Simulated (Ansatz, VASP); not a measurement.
# InPd in VASP and in Ansatz

```xyz
2
Lattice="3.2719 0.0000 0.0000 0.0000 3.2719 0.0000 0.0000 0.0000 3.2719" Properties=species:S:1:pos:R:3 pbc="T T T"
In    0.0000    0.0000    0.0000
Pd    1.6359    1.6359    1.6359
```

Alike in both runs: task relaxation of cell and atoms; functional PBE; k mesh 8 × 8 × 8; occupations fermi-dirac, width 0.05 eV; no spin polarisation.

|  | VASP | Ansatz |
| --- | --- | --- |
| version | VASP 6.6.1 | Ansatz 0.2.0 |
| potentials or method | VASP PAW PBE potentials, release 64 (In_d, Pd) | Ansatz PAW |
| plane-wave cutoff (eV) | 600 | 420 |
| valence electrons in the cell | 23 | 31 |

|  | VASP | Ansatz | Ansatz less VASP |
| --- | --- | --- | --- |
| gap on the k mesh at the Fermi level, each at its own relaxed structure (eV) | none | none | - |
| relaxed volume (Å³/atom) | 18.04 | 18.04 | -0.004 |
| relaxed cell length with the largest relative difference (Å) | 3.304 | 3.304 | -0.0003 |

A gap of «none» marks a metal or a gap that the smearing closes. VASP's potentials hold 23 valence electrons a cell and Ansatz's 31, so a difference there can come from the potentials and not from the codes.

Noted on Ansatz's run: the plane-wave basis is chosen anew once the cell has moved, so the energies of steps on either side of that aren't comparable.
